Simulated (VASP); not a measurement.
Set up this calculation in VASP 6.6.1, as the native input.

```
Task                   : electric field gradients
Functional             : r2SCAN
Potentials or basis    : VASP PAW PBE potentials, release 64 (Sn_d)
Cutoff                 : 440 eV
k mesh                 : 16 × 16 × 16
Occupations            : gaussian, width 0.05 eV
Spin                   : no spin polarisation
Dipole correction      : no
Further INCAR settings : ALGO = Normal; EDIFF = 1e-08; NBANDS = 21
```

The system is Sn.

```
Sn
1.0
    -2.94396    2.94396    1.59100
     2.94396   -2.94396    1.59100
     2.94396    2.94396   -1.59100
Sn
2
Direct
  0.00000 0.00000 0.00000
  0.75000 0.25000 0.50000
```

The input as run:

POSCAR

```
Sn
1.0
   -2.9439576354      2.9439576354      1.5909985497
    2.9439576354     -2.9439576354      1.5909985497
    2.9439576354      2.9439576354     -1.5909985497
Sn
2
Direct
    0.0000000000      0.0000000000      0.0000000000
    0.7500000000      0.2500000000      0.5000000000
```

INCAR.step1

```
PREC = Accurate
ENCUT = 440
ISMEAR = 0
SIGMA = 0.05
LREAL = False
LASPH = True
NELM = 120
NBANDS = 21
GGA = PE
ALGO = Normal
EDIFF = 1E-5
LWAVE = True
LCHARG = False
GGA_COMPAT = False
```

INCAR.step2

```
PREC = Accurate
ENCUT = 440
EDIFF = 1E-8
ISMEAR = 0
SIGMA = 0.05
LREAL = False
LASPH = True
NELM = 120
ALGO = Normal
ISIF = 2
LWAVE = False
LCHARG = False
METAGGA = R2SCAN
LMIXTAU = True
LEFG = True
NBANDS = 21
ISTART = 1
GGA_COMPAT = False
```

KPOINTS

```
regular mesh
0
Gamma
  16 16 16
```

Potentials or basis: VASP PAW PBE potentials, release 64 (Sn_d).

Run with:

```console
$ cat potpaw_PBE.64/Sn_d/POTCAR > POTCAR
$ cp INCAR.step1 INCAR
$ mpirun -np 1 vasp_std > vasp.out
$ cp INCAR.step2 INCAR
$ mpirun -np 1 vasp_std > vasp.out
```

Results of the run:

| Quantity | Value |
| --- | --- |
| Pressure | 0.0 GPa |
| Band gap on the k mesh | zero (bands 14 and 15 overlap by 4.39 eV) |
| Largest electric field gradient by atom | Sn +37.3 V/Å² |

Caveat: without QUAD_EFG the Cq values of the log hold for a quadrupole moment of 1 mb, not for the nuclei; the PAW data sets were made with another functional, which shifts forces and pressure a little; spin-orbit coupling is left out, which moves the levels of the heavy elements.

Run time: 11 min on 1 thread of Intel(R) Xeon(R) 6975P-C (Granite Rapids), with other jobs on the host, peak memory 0.36 GiB.
